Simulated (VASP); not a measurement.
## C: single point with PBE-based screened hybrid with 25 % exact exchange

Crystal: C.

```
C
1.0
     0.00000    1.77140    1.77140
     1.77140    0.00000    1.77140
     1.77140    1.77140    0.00000
C
2
Direct
  0.75000 0.75000 0.75000
  0.50000 0.50000 0.50000
```

```json
{
  "Program": "VASP 6.6.1",
  "Task": "single point",
  "Functional": "PBE-based screened hybrid with 25 % exact exchange",
  "Potentials or basis": "VASP PAW PBE potentials, release 64 (C_h)",
  "Cutoff": "1000 eV",
  "k mesh": "7 × 7 × 7",
  "Occupations": "fermi-dirac, width 0.05 eV",
  "Spin": "no spin polarisation",
  "Dipole correction": "no",
  "Grid for exact exchange (PRECFOCK)": "Normal",
  "Share of exact exchange": "0.25",
  "Further INCAR settings": "ALGO = Normal; EDIFF = 1e-06; NBANDS = 11",
  "Screening parameter": "0.3 1/Å"
}
```

The pressure is 1.6 GPa and the band gap on the k mesh is 5.22 eV (least direct gap 6.82 eV).

Levels at points of the mesh, in eV from the valence-band top:
| k point | band 1 | band 2 | band 3 | band 4 | band 5 | band 6 | band 7 | band 8 | band 9 |
| --- | --- | --- | --- | --- | --- | --- | --- | --- | --- |
| (0.00, 0.00, 0.00) | -23.72 | 0.00 | 0.00 | 0.00 | 6.82 | 6.82 | 6.82 | 15.48 | 20.88 |

It took 12 min on 1 thread of AMD EPYC 7R43 64-Core Processor (Zen 3), on a shared host, peak memory 0.22 GiB.

Caveat: the k points lie up to 0.44 Å⁻¹ apart; the PAW data sets were made with another functional, which shifts forces and pressure a little; an odd mesh through Γ misses points on the zone boundary, where band edges can lie.
